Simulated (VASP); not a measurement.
# ZnS (P1) in VASP: further runs, part 2 of 2

VASP 6.6.1.

### Step 3. Electric field gradients, PBEsol (equal xy, yz and zx shear strains of -3 %)

Input file INCAR:

```
PREC = Accurate
ENCUT = 520
EDIFF = 1E-8
ISMEAR = -1
SIGMA = 0.03
LREAL = F
LASPH = T
NELM = 80
ALGO = Normal
ISIF = 2
LWAVE = F
LCHARG = F
GGA = PS
LEFG = T
NBANDS = 26
```

Input file KPOINTS:

```
regular mesh
0
Gamma
  8 8 5
```

Input file POSCAR:

```
ZnS
1.0
    3.8109987816     -0.0571649817     -0.0571649817
   -1.9550057172      3.3290042495     -0.0209238355
   -0.0935100000     -0.0935100000      6.2340000000
Zn S
2 2
Direct
    0.3333333333      0.6666666667      0.0000000000
    0.6666666667      0.3333333333      0.5000000000
    0.3333333333      0.6666666667      0.3850000000
    0.6666666667      0.3333333333      0.8850000000
```

Potentials or basis: VASP PAW PBE potentials, release 64 (Zn, S).

On the command line:

```
$ cat potpaw_PBE.64/Zn/POTCAR potpaw_PBE.64/S/POTCAR > POTCAR
$ mpirun -np 1 vasp_std > vasp.out
```

OUTCAR:

```text
PREC = Accurate
   ENCUT = 520
   EDIFF = 1E-8
   ISMEAR = -1
   LREAL = F
   LASPH = T
   NELM = 80
   ISIF = 2
   GGA = PS

 ion  position               nearest neighbor table
   1  0.333  0.667  0.000-   4 2.26   4 2.33   4 2.35   3 2.40
   2  0.667  0.333  0.500-   3 2.29   3 2.32   3 2.33   4 2.40
   3  0.333  0.667  0.385-   2 2.29   2 2.32   2 2.33   1 2.40
   4  0.667  0.333  0.885-   1 2.26   1 2.33   1 2.35   2 2.40

  LATTYP: Found a triclinic cell.
 ALAT       =     3.7624115023
 B/A-ratio  =     1.0131417463
 C/A-ratio  =     1.6572888129
 COS(alpha) =     0.0297616073
 COS(beta)  =     0.0411893908
 COS(gamma) =     0.4804578458

  Lattice vectors:

 A1 = (   1.8559930644,   3.2718392678,  -0.0780888172)
 A2 = (   3.8109987816,  -0.0571649817,  -0.0571649817)
 A3 = (   0.0935100000,   0.0935100000,  -6.2340000000)

Analysis of symmetry for initial positions (statically):
=====================================================================
 Subroutine PRICEL returns:
 Original cell was already a primitive cell.

 Routine SETGRP: Setting up the symmetry group for a
 triclinic supercell.

 Subroutine GETGRP returns: Found  1 space group operations
 (whereof  1 operations were pure point group operations)
 out of a pool of  2 trial point group operations.

The static configuration has the point symmetry C_1 .

Analysis of symmetry for dynamics (positions and initial velocities):
=====================================================================
 Subroutine PRICEL returns:
 Original cell was already a primitive cell.

 Routine SETGRP: Setting up the symmetry group for a
 triclinic supercell.

 Subroutine GETGRP returns: Found  1 space group operations
 (whereof  1 operations were pure point group operations)
 out of a pool of  2 trial point group operations.

The dynamic configuration has the point symmetry C_1 .

 Subroutine INISYM returns: Found  1 space group operations
 (whereof  1 operations are pure point group operations),
 and found     1 'primitive' translations

----------------------------------------------------------------------------------------

                                     Primitive cell

  volume of cell :      78.3572

  direct lattice vectors                    reciprocal lattice vectors
     3.810998782 -0.057164982 -0.057164982     0.264826434  0.155562774  0.006305838
    -1.955005717  3.329004250 -0.020923836     0.004616194  0.303130065  0.004616194
    -0.093510000 -0.093510000  6.234000000     0.002443918  0.002443918  0.160483969

  length of vectors
     3.811856160  3.860667618  6.235402492     0.307201205  0.303200354  0.160521182

  position of ions in fractional coordinates (direct lattice)
     0.333333333  0.666666667  0.000000000
     0.666666667  0.333333333  0.500000000
     0.333333333  0.666666667  0.385000000
     0.666666667  0.333333333  0.885000000

  ion indices of the primitive-cell ions
   primitive index   ion index
                 1           1
                 2           2
                 3           3
                 4           4
[... 86 lines left out ...]
   EFERMI =   0.00;   METHOD = LEGACY
   ISMEAR =    -1;   SIGMA  =   0.03  broadening in eV -4-tet -1-fermi 0-gaus
   EFERMI_NEDOS =   21; number of points for ismear=-14 and -15
   IALGO  =     38    algorithm
   IMIX   =      4    mixing-type and parameters
     AMIX     =   0.40;   BMIX     =  1.00
     AMIX_MAG =   1.60;   BMIX_MAG =  1.00
  volume/ion in A,a.u.               =      19.59       132.20
  Fermi-wavevector in a.u.,A,eV,Ry     =   1.263231  2.387160 21.711525  1.595752
  Thomas-Fermi vector in A             =   2.396598
   LORBIT       =      0    0 simple, 1 ext, 2 COOP (PROOUT), +10 PAW based schemes
   GGA     = PS    functional components
   LHFCALC =     F    Hartree Fock is set to
   AEXX    =    0.0000 exact exchange contribution
   IVDW    =     0    specifies the selected vdW correction
   LEPSILON=     F    determine dielectric tensor
   LRPA    =     F    only Hartree local field effects (RPA)
 non-spin polarized calculation
  energy-cutoff  :      520.00
  volume of cell :       78.36
 maximum number of plane-waves:      2127
   NGX = 15   NGY = 15   NGZ = 23

 number of electron      35.9999989 magnetization

 Free energy of the ion-electron system (eV)
  ---------------------------------------------------
  ext. energy  EPLUGINS =         0.00000000
  ---------------------------------------------------
  free energy    TOTEN  =       -15.11249367 eV

  energy without entropy =      -15.11249367  energy(sigma->0) =      -15.11249367

 E-fermi :   2.7855     XC(G=0):  -9.8737

 val. band max:        2.1764377123   @ k =   0.0000   0.0000   0.0000
 cond. band min:       4.1777493197   @ k =   0.0000   0.0000   0.0000
 fundamental gap:      2.0013116075
 Fermi energy:         2.7855278463

 k-point     1 :       0.0000    0.0000    0.0000
  band No.  band energies     occupation
      1     -11.1379      2.00000
      2     -10.1932      2.00000
      3      -4.3410      2.00000
      4      -4.3304      2.00000
      5      -4.2751      2.00000
      6      -4.2659      2.00000
[... 685 lines left out ...]
     25      11.5995      0.00000
     26      11.8449      0.00000

 [... further k-points ...]

------------------------ aborting loop because EDIFF is reached ----------------------------------------

  FORCE on cell =-STRESS in cart. coord.  units (eV):
  Direction    XX          YY          ZZ          XY          YZ          ZX
  --------------------------------------------------------------------------------------
  -------------------------------------------------------------------------------------
  Total       -0.1429501     -0.1655066     -1.0999996      0.8672530      0.5422374      0.5444088
  in kB       -2.9229141     -3.3841303    -22.4918016     17.7328094     11.0871812     11.1315811
  external PRESSURE =      -9.5996153 kB  Pullay stress =       0.0000000 kB

 VOLUME and BASIS-vectors are now :
 -----------------------------------------------------------------------------
  energy-cutoff  :      520.00
  volume of cell :       78.36
      direct lattice vectors                 reciprocal lattice vectors
     3.810998782 -0.057164982 -0.057164982     0.264826434  0.155562774  0.006305838
    -1.955005717  3.329004250 -0.020923836     0.004616194  0.303130065  0.004616194
    -0.093510000 -0.093510000  6.234000000     0.002443918  0.002443918  0.160483969

 POSITION                                       TOTAL-FORCE (eV/Angst)
 -----------------------------------------------------------------------------------
     -0.03300      2.20028     -0.03300         0.300363      0.133634      0.324506
      1.84224      1.02480      3.07192        -0.050219      0.113597      0.309972
     -0.06901      2.16428      2.36709         0.097184     -0.114061     -0.304563
      1.80624      0.98880      5.47201        -0.347327     -0.133170     -0.329915
 -----------------------------------------------------------------------------------
    total drift:                                0.000063      0.000100      0.000000

  FREE ENERGIE OF THE ION-ELECTRON SYSTEM (eV)
  ---------------------------------------------------
  free  energy   TOTEN  =       -15.1124936730 eV

  energy  without entropy=      -15.1124936730  energy(sigma->0) =      -15.11249367

 Electric field gradients (V/A^2)
---------------------------------------------------------------------
 ion       V_xx      V_yy      V_zz      V_xy      V_xz      V_yz
---------------------------------------------------------------------
   1     -15.907    -3.580    19.487   -11.083    -5.938     0.001
   2      -3.539   -15.575    19.115     1.094     6.115     0.191
   3       2.636     3.042    -5.678    -5.434    -6.195    -4.959
   4       3.214     2.257    -5.471    -4.753    -3.782    -5.002
---------------------------------------------------------------------

 Electric field gradients after diagonalization (V/A^2)
 (convention: |V_zz| > |V_xx| > |V_yy|)
----------------------------------------------------------------------
 ion       V_xx      V_yy      V_zz     asymmetry (V_yy - V_xx)/ V_zz
----------------------------------------------------------------------
   1      20.609     2.437   -23.046       0.789
   2     -15.678    -4.987    20.666       0.517
   3       8.340     3.864   -12.204       0.367
   4       7.547     2.698   -10.245       0.473
----------------------------------------------------------------------

           NMR quadrupolar parameters

 Cq : quadrupolar parameter    Cq=e*Q*V_zz/h
 eta: asymmetry parameters     (V_yy - V_xx)/ V_zz
 Q  : nuclear electric quadrupole moment in mb (millibarn)
----------------------------------------------------------------------
 ion       Cq(MHz)       eta       Q (mb)
----------------------------------------------------------------------
   1      -0.056       0.789       1.000
   2       0.050       0.517       1.000
   3      -0.030       0.367       1.000
   4      -0.025       0.473       1.000
----------------------------------------------------------------------
```

OSZICAR:

```text
N       E                     dE             d eps       ncg     rms          rms(c)
DAV:   1     0.241853701360E+03    0.24185E+03   -0.17022E+04  8424   0.167E+03
DAV:   2     0.870167844232E+01   -0.23315E+03   -0.22301E+03  8564   0.349E+02
DAV:   3    -0.153354905291E+02   -0.24037E+02   -0.23792E+02 10186   0.112E+02
DAV:   4    -0.159241561756E+02   -0.58867E+00   -0.58734E+00  9858   0.175E+01
DAV:   5    -0.159330601319E+02   -0.89040E-02   -0.89015E-02 10242   0.216E+00    0.965E+00
DAV:   6    -0.151247241831E+02    0.80834E+00   -0.17832E+00 11458   0.403E+01    0.740E+00
DAV:   7    -0.151218441654E+02    0.28800E-02   -0.11839E+00  9008   0.671E+00    0.325E+00
DAV:   8    -0.151126471339E+02    0.91970E-02   -0.30083E-02 10994   0.176E+00    0.845E-01
DAV:   9    -0.151122772366E+02    0.36990E-03   -0.92525E-03 11578   0.146E+00    0.213E-01
DAV:  10    -0.151123725557E+02   -0.95319E-04   -0.53308E-04 10194   0.312E-01    0.107E-01
DAV:  11    -0.151124930181E+02   -0.12046E-03   -0.18883E-04  8750   0.969E-02    0.412E-02
DAV:  12    -0.151124916805E+02    0.13375E-05   -0.80482E-06 10956   0.707E-02    0.920E-03
DAV:  13    -0.151124932036E+02   -0.15230E-05   -0.30715E-06 10242   0.266E-02    0.611E-03
DAV:  14    -0.151124936681E+02   -0.46453E-06   -0.10091E-06  9282   0.197E-02    0.149E-03
DAV:  15    -0.151124936707E+02   -0.25975E-08   -0.24019E-07 11444   0.607E-03    0.153E-03
DAV:  16    -0.151124936730E+02   -0.23078E-08   -0.95606E-08 10238   0.589E-03
   1 F= -.15112494E+02 E0= -.15112494E+02  d E =-.649064E-11
```

stdout:

```text
POSCAR found type information on POSCAR ZnS
 POSCAR found :  2 types and       4 ions
 scaLAPACK will be used
 -----------------------------------------------------------------------------
|                                                                             |
|                                                                             |
|     You enforced a specific xc type in the INCAR file but a different       |
|     I HOPE YOU KNOW WHAT YOU ARE DOING!                                     |
|                                                                             |
 -----------------------------------------------------------------------------

 LDA part: xc-table for (Slater+PW92), standard interpolation
 POSCAR, INCAR and KPOINTS ok, starting setup
 FFT: planning ... GRIDC
 FFT: planning ... GRID_SOFT
 FFT: planning ... GRID
 WAVECAR not read
 entering main loop
ion   1
     0.0000468    -0.3052592     0.0268534     0.8098314    -0.1444866    -0.2010107
     0.0000645    -0.3052592     0.0268534     0.8098314    -0.1444866    -0.2010107
     0.0000888    -0.3052592     0.0268534     0.8098314    -0.1444866    -0.2010107
     0.0001223    -0.3052592     0.0268534     0.8098313    -0.1444866    -0.2010107
[... 34 lines left out ...]
     0.0000369     4.5292286     4.6731415     4.3065385     3.5821371    -0.3953672
     0.0000508     4.5292210     4.6731334     4.3065305     3.5821310    -0.3953664
     0.0000700     4.5292085     4.6731199     4.3065173     3.5821210    -0.3953649
     0.0000964     4.5291877     4.6730977     4.3064955     3.5821043    -0.3953626
```

Run time: 7.7 min. Hardware: 1 thread of AMD EPYC 7R43 (Zen 3), shared host; peak memory 0.34 GiB.

Results:

```yaml
Free_energy: -15.1125 eV
Pressure: -1.0 GPa
Largest_force: 0.497 eV/Å
Band_gap_on_the_k_mesh: 2.00 eV, direct
```

Forces on the atoms (eV/Å):
```
Zn   0.300  0.134  0.325
Zn  -0.050  0.114  0.310
S    0.097 -0.114 -0.305
S   -0.347 -0.133 -0.330
```

Stress tensor (GPa, compression positive):
```
-0.29  1.77  1.11
 1.77 -0.34  1.11
 1.11  1.11 -2.25
```

Electric field gradients, principal values (V/Å²):
```
atom   least   middle  greatest (by size)
1 Zn   2.437   20.609             -23.046
2 Zn  -4.987  -15.678              20.666
 3 S   3.864    8.340             -12.204
 4 S   2.698    7.547             -10.245
```

Caveat: the cell differs from its parent crystal (equal xy, yz and zx shear strains of -3 %); without QUAD_EFG the Cq values of the log hold for a quadrupole moment of 1 mb, not for the nuclei; the PAW data sets were made with another functional, which shifts forces and pressure a little.
